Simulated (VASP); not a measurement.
Here is a VASP 6.6.1 calculation.

The input INCAR:

```
ALGO = Normal ; EDIFF = 1E-6
ENCUT = 520 ; GGA = CA
ISIF = 2 ; ISMEAR = 0
LASPH = True ; LCHARG = True
LELF = True ; LREAL = False
LVHAR = True ; LWAVE = False
NBANDS = 41 ; NELM = 100
PREC = Accurate ; SIGMA = 0.1
```

File KPOINTS:

```
k-points
0
Gamma
  4 4 4
```

File POSCAR:

```
AlGa3N4
1.0
    4.4716853600      0.0000000000      0.0000000000
    0.0000000000      4.4716853600      0.0000000000
    0.0000000000      0.0000000000      4.4716853600
Al Ga N
1 3 4
Direct
    0.0000000000      0.0000000000      0.0000000000
    0.5000000000      0.5000000000      0.0000000000
    0.5000000000      0.0000000000      0.5000000000
    0.0000000000      0.5000000000      0.5000000000
    0.7557144200      0.7557144200      0.2442855800
    0.7557144200      0.2442855800      0.7557144200
    0.2442855800      0.7557144200      0.7557144200
    0.2442855800      0.2442855800      0.2442855800
```

Potentials or basis: VASP PAW LDA potentials, release 64 (Al, Ga_d, N).

The run is started by

```bash
$ cat potpaw_LDA.64/Al/POTCAR potpaw_LDA.64/Ga_d/POTCAR potpaw_LDA.64/N/POTCAR > POTCAR
$ mpirun -np 1 vasp_std > vasp.out
```

Problem. What does it give for the band gap on the k mesh?

Solution. 2.36 eV, direct.

Problem. Predict the pressure.

Solution. -4.9 GPa.

Problem. What does it give for the largest force?

Solution. 0.148 eV/Å.

Forces on the atoms (eV/Å):
```
Al   0.000  0.000  0.000
Ga   0.000  0.000  0.000
Ga   0.000  0.000  0.000
Ga   0.000  0.000  0.000
N   -0.085 -0.085  0.085
N   -0.085  0.085 -0.085
N    0.085 -0.085 -0.085
N    0.085  0.085  0.085
```

LDA gaps usually lie below the measured ones, often by a third to a half.
